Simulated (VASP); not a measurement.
Write the native input for VASP 6.6.1 that does the following.

```
Task                   : single point
Functional             : PBEsol
Potentials or basis    : VASP PAW PBE potentials, release 64 (Ba_sv)
Cutoff                 : 500 eV
k mesh                 : 14 × 14 × 8
Occupations            : gaussian, width 0.15 eV
Spin                   : no spin polarisation
Dipole correction      : no
Further INCAR settings : ALGO = Normal; EDIFF = 1e-06; NBANDS = 11
```

The structure of Ba lies in POSCAR:

```
Ba
1.0
    1.7986000000     -3.3580000000      0.0000000000
    1.7986000000      3.3580000000      0.0000000000
    0.0000000000      0.0000000000      5.4720000000
Ba
1
Direct
    0.0000000000      0.0000000000      0.0000000000
```

This cell differs from its parent crystal: strain -0.080 along x and y, -0.040 along z.

The input as run:

INCAR

```
SYSTEM = Ba
PREC     = Accurate       ! precision mode
ENCUT    = 500            ! plane-wave cutoff, eV
EDIFF    = 1E-6           ! SCF threshold, eV
ISMEAR   = 0              ! smearing method
SIGMA    = 0.15           ! smearing width, eV
LREAL    = .FALSE.        ! projectors in reciprocal space
LASPH    = .TRUE.         ! aspherical terms in the spheres
NELM     = 120            ! most SCF steps
ALGO     = Normal         ! electronic algorithm
ISIF     = 2              ! what is computed and relaxed
LWAVE    = .FALSE.        ! write WAVECAR
LCHARG   = .TRUE.         ! write CHGCAR
GGA      = PS             ! functional
LELF     = .TRUE.         ! ELF
LVHAR    = .TRUE.       
NBANDS   = 11             ! bands
GGA_COMPAT= .FALSE.
```

KPOINTS

```
Automatic mesh
0
G
  14 14 8
  0 0 0
```

Potentials or basis: VASP PAW PBE potentials, release 64 (Ba_sv).

Command:

```console
$ cat potpaw_PBE.64/Ba_sv/POTCAR > POTCAR
$ mpirun -np 1 vasp_std > vasp.out
```

It gave:

| Item | Value |
| --- | --- |
| Pressure | 1.4 GPa |
| Band gap on the k mesh | zero (bands 5 and 6 overlap by 1.67 eV) |

Caveat: the cell differs from its parent crystal (strain -0.080 along x and y, -0.040 along z); the stress differs along the axes, from -3 to 5 GPa; the PAW data sets were made with another functional, which shifts forces and pressure a little; spin-orbit coupling is left out, which moves the levels of the heavy elements.

It took 2.2 min on 1 thread of Intel Xeon 8259CL (shared host), peak memory 0.33 GiB.
